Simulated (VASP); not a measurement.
Write the native input for VASP 6.6.1 that does the following.

- Task: single point
- Functional: r2SCAN
- Potentials or basis: VASP PAW PBE potentials, release 64 (Pb_d, S)
- Cutoff: 520 eV
- k mesh: 9 × 9 × 9
- Occupations: gaussian, width 0.05 eV
- Spin: no spin polarisation
- Dipole correction: no
- Further INCAR settings: ALGO = Normal; EDIFF = 1e-06; NBANDS = 17

Crystal: PbS.

```xyz
2
Lattice="1.9642 1.1340 3.0368 -1.9642 1.1340 3.0368 0.0000 -2.2680 3.0368" Properties=species:S:1:pos:R:3 pbc="T T T"
Pb    0.0000    0.0000    8.9112
S     0.0000    0.0000    4.3497
```

The input as run:

POSCAR

```
PbS
1.0
    1.9641500000      1.1340025312      3.0367666667
   -1.9641500000      1.1340025312      3.0367666667
    0.0000000000     -2.2680050625      3.0367666667
Pb S
1 1
Direct
    0.9781509158      0.9781509158      0.9781509158
    0.4774504142      0.4774504142      0.4774504142
```

INCAR.step1

```
SYSTEM = PbS
PREC     = Accurate       ! precision mode
ENCUT    = 520            ! plane-wave cutoff, eV
ISMEAR   = 0              ! smearing method
SIGMA    = 0.05           ! smearing width, eV
LREAL    = .FALSE.        ! projectors in reciprocal space
LASPH    = .TRUE.         ! aspherical terms in the spheres
NELM     = 100            ! most SCF steps
NBANDS   = 17             ! bands
GGA      = PE             ! functional
ALGO     = Normal         ! electronic algorithm
EDIFF    = 1E-4           ! SCF threshold, eV
LWAVE    = .TRUE.         ! write WAVECAR
LCHARG   = .FALSE.        ! write CHGCAR
```

INCAR.step2

```
SYSTEM = PbS
PREC     = Accurate       ! precision mode
ENCUT    = 520            ! plane-wave cutoff, eV
EDIFF    = 1E-6           ! SCF threshold, eV
ISMEAR   = 0              ! smearing method
SIGMA    = 0.05           ! smearing width, eV
LREAL    = .FALSE.        ! projectors in reciprocal space
LASPH    = .TRUE.         ! aspherical terms in the spheres
NELM     = 100            ! most SCF steps
ALGO     = Normal         ! electronic algorithm
ISIF     = 2              ! what is computed and relaxed
LWAVE    = .FALSE.        ! write WAVECAR
LCHARG   = .FALSE.        ! write CHGCAR
METAGGA  = R2SCAN         ! meta-GGA
LMIXTAU  = .TRUE.       
NBANDS   = 17             ! bands
ISTART   = 1
```

KPOINTS

```
Automatic mesh
0
G
  9 9 9
  0 0 0
```

Potentials or basis: VASP PAW PBE potentials, release 64 (Pb_d, S).

Run with:

```sh
$ cat potpaw_PBE.64/Pb_d/POTCAR potpaw_PBE.64/S/POTCAR > POTCAR
$ cp INCAR.step1 INCAR
$ mpirun -np 1 vasp_std > vasp.out
$ cp INCAR.step2 INCAR
$ mpirun -np 1 vasp_std > vasp.out
```

It gave:

```
Pressure      : 27.6 GPa
Largest force : 0.026 eV/Å
```

Caveat: the PAW data sets were made with another functional, which shifts forces and pressure a little.

It took 94 s on 1 thread of Intel(R) Xeon(R) 6975P-C (Granite Rapids), with other jobs on the host, peak memory 0.19 GiB.
